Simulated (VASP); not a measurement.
Set up this calculation in VASP 6.6.1, as the native input.

```
Task                   : single point
Functional             : LDA
Potentials or basis    : VASP PAW LDA potentials, release 64 (La)
Cutoff                 : 520 eV
k mesh                 : 9 × 9 × 9
Occupations            : fermi-dirac, width 0.05 eV
Spin                   : no spin polarisation
Dipole correction      : no
Further INCAR settings : ALGO = Normal; EDIFF = 1e-07; NBANDS = 12
```

The structure of La lies in POSCAR:

```
La
1.0
   -2.1517794217      2.1517794217      2.1517794217
    2.1517794217     -2.1517794217      2.1517794217
    2.1517794217      2.1517794217     -2.1517794217
La
1
Direct
    0.0000000000      0.0000000000      0.0000000000
```

This isn't the form of La at room conditions, which is double hcp.

The input as run:

INCAR

```
PREC = Accurate
ENCUT = 520
EDIFF = 1E-7
ISMEAR = -1
SIGMA = 0.05
LREAL = False
LASPH = True
NELM = 100
ALGO = Normal
ISIF = 2
LWAVE = False
LCHARG = True
LELF = True
LVHAR = True
NBANDS = 12
```

KPOINTS

```
Automatic mesh
0
Gamma
  9 9 9
```

Potentials or basis: VASP PAW LDA potentials, release 64 (La).

Command:

```bash
$ cat potpaw_LDA.64/La/POTCAR > POTCAR
$ mpirun -np 1 vasp_std > vasp.out
```

It gave:

```
Pressure               : -4.6 GPa
Band gap on the k mesh : zero (an odd number of electrons rules out a gap without spin polarisation)
```

Caveat: the cell stands under tension; spin-orbit coupling is left out, which moves the levels of the heavy elements.

It took 25 s on 1 thread of Intel Xeon 8259CL (shared host), peak memory 0.16 GiB.
